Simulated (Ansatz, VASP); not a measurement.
One calculation of ZnInGaO4, two programs

Contents of INCAR:

```
SYSTEM = ZnInGaO4
  ALGO = Normal
  EDIFF = 1E-7
  ENCUT = 520
  GGA = PE
  ISIF = 2
  ISMEAR = -1
  LASPH = .TRUE.
  LCHARG = .TRUE.
  LELF = .TRUE.
  LREAL = .FALSE.
  LVHAR = .TRUE.
  LWAVE = .FALSE.
  NBANDS = 40
  NELM = 100
  PREC = Accurate
  SIGMA = 0.02
```

Contents of KPOINTS:

```
k-points
0
G
  10 10 10
  0 0 0
```

The input POSCAR:

```
ZnInGaO4
1.0
    1.6552432560      0.9556551394      8.5880844266
   -1.6552432560      0.9556551394      8.5880844266
    0.0000000000     -1.9113102789      8.5880844266
Zn In Ga O
1 1 1 4
Direct
    0.2187465382      0.2187465382      0.2187465382
    0.0030748680      0.0030748680      0.0030748680
    0.7871013666      0.7871013666      0.7871013666
    0.2952017789      0.2952017789      0.2952017789
    0.7113715271      0.7113715271      0.7113715271
    0.1210223909      0.1210223909      0.1210223909
    0.8634825302      0.8634825302      0.8634825302
```

Input for Ansatz:

```yaml
crystal:
  lattice:
    - [1.655243256, 0.9556551394, 8.5880844266]
    - [-1.655243256, 0.9556551394, 8.5880844266]
    - [0.0, -1.9113102789, 8.5880844266]
  atoms:
    - { symbol: Zn, position: [0.2187465382, 0.2187465382, 0.2187465382] }
    - { symbol: In, position: [0.003074868, 0.003074868, 0.003074868] }
    - { symbol: Ga, position: [0.7871013666, 0.7871013666, 0.7871013666] }
    - { symbol: O, position: [0.2952017789, 0.2952017789, 0.2952017789] }
    - { symbol: O, position: [0.7113715271, 0.7113715271, 0.7113715271] }
    - { symbol: O, position: [0.1210223909, 0.1210223909, 0.1210223909] }
    - { symbol: O, position: [0.8634825302, 0.8634825302, 0.8634825302] }
kpoints:
  mp_grid: { grid: [10, 10, 10] }
  band_path:
    path:
      - [[0.0, 0.0, 0.0], [-0.5, -0.5, -0.5], [-0.5, -0.1749216942749, -0.8250783057251]]
      - [[-0.1749216942749, 0.1749216942749, -0.5], [-1.231795426672e-16, -5.472535001957e-16, -0.5], [0.0, 0.0, 0.0], [-4.562985946134e-17, 0.3374608471374, -0.3374608471374]]
      - [[-0.3374608471374, -5.0510012705e-16, -0.6625391528626], [-0.5, -3.064378708838e-16, -0.5], [0.0, 0.0, 0.0]]
    npoints: 10
hamiltonian:
  xc: pbe
scf:
  occupations: { method: fermi_dirac, width: 0.02 }
  n_extra_bands: 5
output:
  forces: true
  stress: true
  eigenvalues: true
```

Alike in both runs: task single point; functional PBE; k mesh 10 × 10 × 10; occupations fermi-dirac, width 0.02 eV; no spin polarisation.

```csv
,VASP,Ansatz
version,VASP 6.6.1,Ansatz 0.2.0
potentials or method,"VASP PAW PBE potentials, release 64 (Zn, In_d, Ga_d, O)","plane waves, PAW"
plane-wave cutoff (eV),520,420
valence electrons in the cell,62,62
```

|  | VASP | Ansatz | Ansatz less VASP |
| --- | --- | --- | --- |
| gap on the k mesh at the Fermi level (eV) | 1.28 | 1.29 | +0.017 |
| pressure (GPa) | 7.7 | 7.0 | -0.75 |
| traceless stress, the component that is largest in VASP (GPa) | -0.02 | -0.05 | -0.037 |
| rms of the force components (eV/Å) | 0.031 | 0.034 | +0.0033 |

Atom by atom the forces differ by 0.005 eV/Å (rms over components).
